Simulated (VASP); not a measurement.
Runs of VASP 6.6.1 on Al. The structure is that of space group Im-3m (No. 229), or close to it. The cells are those of the table. 

```tsv
level	cell	k mesh	cutoff (eV)	smearing	gap on the mesh (eV)	pressure (GPa)
r2SCAN	a = 2.752 Å, angles 109.5°, 1 atom	18 × 18 × 18	550	gaussian 0.1 eV	none	(b)
PBE	a = 2.802 Å, angles 109.5°, 1 atom	28 × 28 × 28	520	gaussian 0.15 eV	none	0.0
r2SCAN	a = 2.723 Å, angles 109.5°, 1 atom	18 × 18 × 18	520	gaussian 0.1 eV	none	3.4
PBE	a = 2.892 Å, angles 109.5°, 1 atom	18 × 18 × 18	520	gaussian 0.1 eV	none	(a)
PBE	a = 2.744 Å, angles 109.5°, 1 atom	18 × 18 × 18	520	gaussian 0.1 eV	none	4.9
```

Alike in all rows: task single point; potentials or basis VASP PAW PBE potentials, release 64 (Al); no spin polarisation.

**Question.** Fill in the values left out.

**Answer.** (a) -5.4; (b) 0.5.

Caveats: the PAW data sets were made with another functional, which shifts forces and pressure a little (some runs).

A gap of «none» marks levels without a gap at the run's occupations.
